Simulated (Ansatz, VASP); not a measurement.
PbI2Cl2 in VASP and in Ansatz

```
Pb I Cl
1.0
     4.43208    0.00000    0.00000
    -2.21604    3.83829    0.00000
     0.00000    0.00000   11.84193
Pb I Cl
1 2 2
Direct
  0.00000 0.00000 0.00000
  0.33333 0.66667 0.82073
  0.66667 0.33333 0.17927
  0.33333 0.66667 0.60542
  0.66667 0.33333 0.39458
```

Change from the starting cell: species swapped into the CaH2O2 type (P-3m1, No. 164).

Alike in both runs: functional PBE; k mesh 12 × 12 × 4; occupations gaussian, width 0.1 eV; no spin polarisation.

Ansatz relaxed the structure, and its values are those at the end. VASP's run is a single point on that final structure, the one shown.

|  | VASP | Ansatz |
| --- | --- | --- |
| version | VASP 6.6.1 | Ansatz 0.2.0 |
| potentials or method | VASP PAW PBE potentials, release 64 (Pb_d, I, Cl), cutoff 520 eV | scalar-relativistic, plane waves, PAW |
| valence electrons in the cell | 42 | 62 |

Ansatz gave:

- gap on the k mesh at the Fermi level (eV): none
- pressure (GPa): 0.0
- rms of the force components (eV/Å): 0.001

Task: What did VASP give for the same quantities?

Result: gap on the k mesh at the Fermi level (eV): none; pressure (GPa): -0.1; rms of the force components (eV/Å): 0.020.

A gap of «none» marks a metal or a gap that the smearing closes. VASP's potentials hold 42 valence electrons a cell and Ansatz's 62, so a difference there can come from the potentials and not from the codes.

Spin-orbit coupling is off throughout.
